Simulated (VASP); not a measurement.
Write the native input for VASP 6.6.1 that does the following.

```yaml
Task: single point
Functional: r2SCAN
Dispersion: D4
Potentials_or_basis: VASP PAW PBE potentials, release 64 (Mg)
Cutoff: 520 eV
k_mesh: 11 × 11 × 11
Occupations: fermi-dirac, width 0.025 eV
Spin: no spin polarisation
Dipole_correction: no
Further_INCAR_settings: ALGO = Normal; EDIFF = 1e-06; NBANDS = 7
```

Crystal: Mg.

```xyz
1
Lattice="2.8504 0.0000 0.0000 -0.9501 2.6874 0.0000 -0.9501 -1.3437 2.3274" Properties=species:S:1:pos:R:3 pbc="T T T"
Mg    0.0000    0.0000    0.0000
```

This cell differs from its parent crystal: volume scaled by 0.8.

The input as run:

POSCAR

```
Mg
1.0
    2.8504165778      0.0000000000      0.0000000000
   -0.9501388593      2.6873985218      0.0000000000
   -0.9501388593     -1.3436992609      2.3273553900
Mg
1
Direct
    0.0000000000      0.0000000000      0.0000000000
```

INCAR.step1

```
SYSTEM = Mg
  PREC = Accurate
  ENCUT = 520
  ISMEAR = -1
  SIGMA = 0.025
  LREAL = .False.
  LASPH = .True.
  NELM = 60
  NBANDS = 7
  GGA = PE
  ALGO = Normal
  EDIFF = 1E-4
  LWAVE = .True.
  LCHARG = .False.
```

INCAR.step2

```
SYSTEM = Mg
  PREC = Accurate
  ENCUT = 520
  EDIFF = 1E-6
  ISMEAR = -1
  SIGMA = 0.025
  LREAL = .False.
  LASPH = .True.
  NELM = 60
  ALGO = Normal
  ISIF = 2
  LWAVE = .False.
  LCHARG = .True.
  METAGGA = R2SCAN
  LMIXTAU = .True.
  IVDW = 13
  VDW_S6 = 1.0
  VDW_S8 = 0.6018749
  VDW_A1 = 0.51559235
  VDW_A2 = 5.77342911
  LELF = .True.
  LVHAR = .True.
  NBANDS = 7
  ISTART = 1
```

KPOINTS

```
Automatic mesh
0
Gamma
  11 11 11
  0 0 0
```

Potentials or basis: VASP PAW PBE potentials, release 64 (Mg).

Command:

```bash
$ cat potpaw_PBE.64/Mg/POTCAR > POTCAR
$ cp INCAR.step1 INCAR
$ mpirun -np 1 vasp_std > vasp.out
$ cp INCAR.step2 INCAR
$ mpirun -np 1 vasp_std > vasp.out
```

Results of the run:

```
Pressure                   : 13.7 GPa
Band gap on the k mesh     : zero (band 1 reaches 6.70 eV, above the bottom of band 2 at 3.45 eV)
Dispersion energy per atom : -0.034 eV
```

Caveat: the PAW data sets were made with another functional, which shifts forces and pressure a little; pairwise dispersion overbinds metals, which lowers pressure and volume.

It took 18 s on 1 thread of Intel Xeon 6975P-C (shared host), peak memory 0.14 GiB.
